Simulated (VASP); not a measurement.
# Ge in VASP: single point with PBEsol

Aim: the single point of Ge with PBEsol.

Program: VASP 6.6.1. These are calculated values, not measurements. Logs are shortened: lines on timing, memory, paths and dates and some standing lists are left out, and cuts for length are marked.

## 1. The cell of the first run

The typed cell holds 2 atoms: a = 2.894 Å, b = 2.894 Å, c = 5.289 Å, α = 90.00°, β = 90.00°, γ = 123.83°.

## 2. Single point, PBEsol (strain -0.0200 x Voigt [1, -1, 0, 0, 0, 0])

Contents of INCAR:

```
SYSTEM = Ge
PREC = Accurate
ENCUT = 520
EDIFF = 1E-6
ISMEAR = 0
SIGMA = 0.15
LREAL = .False.
LASPH = .True.
NELM = 80
ALGO = Fast
ISIF = 2
LWAVE = .False.
LCHARG = .False.
GGA = PS
NBANDS = 21
```

Contents of KPOINTS:

```
Automatic mesh
0
Gamma
  24 24 12
  0 0 0
```

Contents of POSCAR:

```
Ge
1.0
    1.3624084362     -2.5532926775      0.0000000000
    1.3624084362      2.5532926775      0.0000000000
    0.0000000000      0.0000000000      5.2893154426
Ge
2
Direct
    0.4999654145      0.5000345855      0.2500000000
    0.5000345855      0.4999654145      0.7500000000
```

Potentials or basis: VASP PAW PBE potentials, release 64 (Ge_d).

On the command line:

```
> cat potpaw_PBE.64/Ge_d/POTCAR > POTCAR
> mpirun -np 1 vasp_std > vasp.out
```

OUTCAR:

```text
SYSTEM = Ge
   PREC = Accurate
   ENCUT = 520
   EDIFF = 1E-6
   ISMEAR = 0
   LREAL = .False.
   LASPH = .True.
   NELM = 80
   ISIF = 2
   GGA = PS

 ion  position               nearest neighbor table
   1  0.500  0.500  0.250-   2 2.64   2 2.64
   2  0.500  0.500  0.750-   1 2.64   1 2.64

  LATTYP: Found a base centered orthorhombic cell.
 ALAT       =     2.7248168724
 B/A-ratio  =     1.8741022220
 C/A-ratio  =     1.9411636416

  Lattice vectors:

 A1 = (   1.3624084362,  -2.5532926775,   0.0000000000)
 A2 = (   1.3624084362,   2.5532926775,   0.0000000000)
 A3 = (   0.0000000000,   0.0000000000,   5.2893154426)

Analysis of symmetry for initial positions (statically):
=====================================================================
 Subroutine PRICEL returns:
 Original cell was already a primitive cell.

 Routine SETGRP: Setting up the symmetry group for a
 base centered orthorhombic supercell.

 Subroutine GETGRP returns: Found  8 space group operations
 (whereof  4 operations were pure point group operations)
 out of a pool of  8 trial point group operations.

The static configuration has the point symmetry C_2h.
 The point group associated with its full space group is D_2h.

Analysis of symmetry for dynamics (positions and initial velocities):
=====================================================================
 Subroutine PRICEL returns:
 Original cell was already a primitive cell.

 Routine SETGRP: Setting up the symmetry group for a
 base centered orthorhombic supercell.

 Subroutine GETGRP returns: Found  8 space group operations
 (whereof  4 operations were pure point group operations)
 out of a pool of  8 trial point group operations.

The dynamic configuration has the point symmetry C_2h.
 The point group associated with its full space group is D_2h.

 Subroutine INISYM returns: Found  8 space group operations
 (whereof  4 operations are pure point group operations),
 and found     1 'primitive' translations

----------------------------------------------------------------------------------------

                                     Primitive cell

  volume of cell :      36.7991

  direct lattice vectors                    reciprocal lattice vectors
     1.362408436 -2.553292677  0.000000000     0.366997140 -0.195825572  0.000000000
     1.362408436  2.553292677  0.000000000     0.366997140  0.195825572  0.000000000
     0.000000000  0.000000000  5.289315443     0.000000000  0.000000000  0.189060382

  length of vectors
     2.894038743  2.894038743  5.289315443     0.415974225  0.415974225  0.189060382

  position of ions in fractional coordinates (direct lattice)
     0.499965414  0.500034586  0.250000000
     0.500034586  0.499965414  0.750000000

  ion indices of the primitive-cell ions
   primitive index   ion index
                 1           1
                 2           2

----------------------------------------------------------------------------------------

 KPOINTS: Automatic mesh

Automatic generation of k-mesh.
 Grid dimensions read from file:
 generate k-points for:   24   24   12

 Generating k-lattice:

  Cartesian coordinates                     Fractional coordinates (reciprocal lattice)
     0.015291548 -0.008159399  0.000000000     0.041666667  0.000000000  0.000000000
     0.015291548  0.008159399  0.000000000     0.000000000  0.041666667  0.000000000
     0.000000000  0.000000000  0.015755032     0.000000000  0.000000000  0.083333333

  Length of vectors
     0.017332259  0.017332259  0.015755032

  Shift w.r.t. Gamma in fractional coordinates (k-lattice)
     0.000000000  0.000000000  0.000000000

 Subroutine IBZKPT returns following result:
 ===========================================

 Found   1099 irreducible k-points:

 Following reciprocal coordinates:
            Coordinates               Weight
  0.000000  0.000000  0.000000      1.000000
  0.041667 -0.000000  0.000000      4.000000
  0.083333 -0.000000  0.000000      4.000000
  0.125000 -0.000000  0.000000      4.000000
  0.166667 -0.000000  0.000000      4.000000
  0.208333 -0.000000  0.000000      4.000000
[... 16 lines left out ...]
  0.416667  0.041667  0.000000      4.000000
  0.458333  0.041667  0.000000      4.000000
 [... further k-points ...]
   k-points           NKPTS =   1099   k-points in BZ     NKDIM =   1099   number of bands    NBANDS=     21
   number of dos      NEDOS =    301   number of ions     NIONS =      2
   total plane-waves  NPLWV =  23040
   dimension x,y,z NGX =    24 NGY =   24 NGZ =   40
   dimension x,y,z NGXF=    48 NGYF=   48 NGZF=   80
   ions per type =               2
   NGX,Y,Z   is equivalent  to a cutoff of  13.79, 13.79, 12.57 a.u.
   NGXF,Y,Z  is equivalent  to a cutoff of  27.57, 27.57, 25.14 a.u.
 SYSTEM =  Ge
   PREC   = accura    normal or accurate (medium, high low for compatibility)
   ISTART =      0    job   : 0-new  1-cont  2-samecut
   ICHARG =      2    charge: 1-file 2-atom 10-const
   ISPIN  =      1    spin polarized calculation?
   LNONCOLLINEAR =      F non collinear calculations
   LSORBIT =      F    spin-orbit coupling
   LASPH  =      T    aspherical Exc in radial PAW
   ENCUT  =  520.0 eV  38.22 Ry    6.18 a.u.   5.38  5.38  9.83*2*pi/ulx,y,z
   NELM   =     80;   NELMIN=  2; NELMDL= -5     # of ELM steps
   EDIFF  = 0.1E-05   stopping-criterion for ELM
   LREAL  =      F    real-space projection
[... 7 lines left out ...]
   TEBEG  =    0.0;   TEEND  =   0.0 temperature during run
   PSTRESS=    0.0 pullay stress
   NELECT =      28.0000    total number of electrons
   NUPDOWN=      -1.0000    fix difference up-down
   EMIN   =  10.00;   EMAX   =-10.00  energy-range for DOS
   EFERMI =   0.00;   METHOD = LEGACY
   ISMEAR =     0;   SIGMA  =   0.15  broadening in eV -4-tet -1-fermi 0-gaus
   EFERMI_NEDOS =   21; number of points for ismear=-14 and -15
   IALGO  =     68    algorithm
   IMIX   =      4    mixing-type and parameters
     AMIX     =   0.40;   BMIX     =  1.00
     AMIX_MAG =   1.60;   BMIX_MAG =  1.00
  volume/ion in A,a.u.               =      18.40       124.17
  Fermi-wavevector in a.u.,A,eV,Ry     =   1.494566  2.824320 30.391701  2.233727
  Thomas-Fermi vector in A             =   2.606822
   LORBIT       =      0    0 simple, 1 ext, 2 COOP (PROOUT), +10 PAW based schemes
   GGA     = PS    functional components
   LHFCALC =     F    Hartree Fock is set to
   AEXX    =    0.0000 exact exchange contribution
   IVDW    =     0    specifies the selected vdW correction
   LEPSILON=     F    determine dielectric tensor
   LRPA    =     F    only Hartree local field effects (RPA)
 non-spin polarized calculation
 RMM-DIIS sequential band-by-band and
 Gauss-broadening in eV      SIGMA  =   0.15
  energy-cutoff  :      520.00
  volume of cell :       36.80
 maximum number of plane-waves:      1009
 NGX is ok and might be reduce to    24
   NGX = 11   NGY = 11   NGZ = 19

 number of electron      27.9999981 magnetization

 Free energy of the ion-electron system (eV)
  ---------------------------------------------------
  ext. energy  EPLUGINS =         0.00000000
  ---------------------------------------------------
  free energy    TOTEN  =        -9.49425900 eV

  energy without entropy =       -9.48447391  energy(sigma->0) =       -9.48936645

 E-fermi :   6.7713     XC(G=0): -11.5058

 val. band max:        6.7695667411   @ k =   0.5000   0.2917   0.0833
 cond. band min:       6.7719425942   @ k =  -0.3333   0.0833   0.0000
 fundamental gap:      0.0023758531
 Fermi energy:         6.7713141747

 k-point     1 :       0.0000    0.0000    0.0000
  band No.  band energies     occupation
      1     -17.9600      2.00000
      2     -17.8844      2.00000
      3     -17.8737      2.00000
      4     -17.8174      2.00000
      5     -17.8066      2.00000
      6     -17.7819      2.00000
[... 13 lines left out ...]
     20      19.5440      0.00000
     21      22.4846      0.00000

 k-point     2 :       0.0417   -0.0000    0.0000
  band No.  band energies     occupation
      1     -17.9584      2.00000
      2     -17.8821      2.00000
      3     -17.8711      2.00000
      4     -17.8179      2.00000
      5     -17.8070      2.00000
      6     -17.7824      2.00000
[... 13 lines left out ...]
     20      19.6673      0.00000
     21      21.1606      0.00000

 k-point     3 :       0.0833   -0.0000    0.0000
  band No.  band energies     occupation
      1     -17.9537      2.00000
      2     -17.8755      2.00000
      3     -17.8636      2.00000
      4     -17.8189      2.00000
      5     -17.8081      2.00000
      6     -17.7840      2.00000
[... 13 lines left out ...]
     20      19.4443      0.00000
     21      20.8356      0.00000

 k-point     4 :       0.1250   -0.0000    0.0000
  band No.  band energies     occupation
      1     -17.9468      2.00000
      2     -17.8658      2.00000
      3     -17.8532      2.00000
      4     -17.8192      2.00000
      5     -17.8090      2.00000
      6     -17.7871      2.00000
[... 13 lines left out ...]
     20      18.8420      0.00000
     21      20.2940      0.00000

 k-point     5 :       0.1667   -0.0000    0.0000
  band No.  band energies     occupation
      1     -17.9389      2.00000
      2     -17.8559      2.00000
      3     -17.8441      2.00000
      4     -17.8158      2.00000
      5     -17.8062      2.00000
      6     -17.7929      2.00000
[... 13 lines left out ...]
     20      18.7805      0.00000
     21      18.8593      0.00000
[... 382 lines left out ...]
     20      16.6791      0.00000
     21      19.4927      0.00000

 k-point    22 :       0.3750    0.0417    0.0000
  band No.  band energies     occupation
      1     -17.9234      2.00000
      2     -17.8686      2.00000
      3     -17.8557      2.00000
      4     -17.8376      2.00000
      5     -17.7976      2.00000
      6     -17.7436      2.00000
[... 13 lines left out ...]
     20      17.2368      0.00000
     21      19.3699      0.00000

 k-point    23 :       0.4167    0.0417    0.0000
  band No.  band energies     occupation
      1     -17.9253      2.00000
      2     -17.8725      2.00000
      3     -17.8616      2.00000
      4     -17.8339      2.00000
      5     -17.7991      2.00000
      6     -17.7475      2.00000
[... 13 lines left out ...]
     20      17.7069      0.00000
     21      19.1165      0.00000

 k-point    24 :       0.4583    0.0417    0.0000
  band No.  band energies     occupation
      1     -17.9263      2.00000
      2     -17.8743      2.00000
      3     -17.8643      2.00000
      4     -17.8315      2.00000
      5     -17.8000      2.00000
      6     -17.7492      2.00000
[... 13 lines left out ...]
     20      17.9795      0.00000
     21      18.9081      0.00000

 [... further k-points ...]
[... 5 lines left out ...]
  --------------------------------------------------------------------------------------
  -------------------------------------------------------------------------------------
  Total        0.5314329     -0.2604423      0.0988840      0.0000000      0.0000000      0.0000000
  in kB       23.1377774    -11.3392598      4.3052584      0.0000000      0.0000000      0.0000000
  external PRESSURE =       5.3679253 kB  Pullay stress =       0.0000000 kB

 VOLUME and BASIS-vectors are now :
 -----------------------------------------------------------------------------
  energy-cutoff  :      520.00
  volume of cell :       36.80
      direct lattice vectors                 reciprocal lattice vectors
     1.362408436 -2.553292677  0.000000000     0.366997140 -0.195825572  0.000000000
     1.362408436  2.553292677  0.000000000     0.366997140  0.195825572  0.000000000
     0.000000000  0.000000000  5.289315443     0.000000000  0.000000000  0.189060382

 POSITION                                       TOTAL-FORCE (eV/Angst)
 -----------------------------------------------------------------------------------
      1.36241      0.00018      1.32233         0.000000     -0.000063      0.000000
      1.36241     -0.00018      3.96699         0.000000      0.000063      0.000000
 -----------------------------------------------------------------------------------
    total drift:                                0.000000      0.000000     -0.000000

  FREE ENERGIE OF THE ION-ELECTRON SYSTEM (eV)
  ---------------------------------------------------
  free  energy   TOTEN  =        -9.4942589960 eV

  energy  without entropy=       -9.4844739077  energy(sigma->0) =       -9.48936645
```

Run time: 17 min. Hardware: 1 thread of Oxide Virtual Turin-like, shared host; peak memory 0.66 GiB.

Results:

| Quantity | Value |
| --- | --- |
| Free energy | -9.4943 eV |
| Pressure | 0.5 GPa |
| Band gap on the k mesh | zero (bands 14 and 15 overlap by 9.55 eV) |

Levels at points of the mesh, in eV from the Fermi level:
```
           k point  band 11  band 12  band 13  band 14  band 15  band 16  band 17  band 18
(0.00, 0.00, 0.00)   -13.42    -9.35    -6.13     6.94     7.50     9.30    10.40    10.59
(0.50, 0.00, 0.00)    -7.89    -5.69    -3.37    -2.44    -1.71     3.50     3.56     6.66
(0.50, 0.50, 0.00)    -8.90    -5.95    -4.51    -2.62    -2.47     3.06     5.62     8.74
(0.00, 0.00, 0.50)   -12.13   -12.13    -0.66    -0.66     8.70     8.70    10.51    10.51
(0.50, 0.00, 0.50)    -6.61    -6.61    -4.48    -4.48     4.17     4.17     4.75     4.75
(0.50, 0.50, 0.50)    -7.62    -7.62    -4.72    -4.72     3.31     3.31     6.82     6.82
```

Caveat: the cell differs from its parent crystal (strain -0.0200 x Voigt [1, -1, 0, 0, 0, 0]); the PAW data sets were made with another functional, which shifts forces and pressure a little.
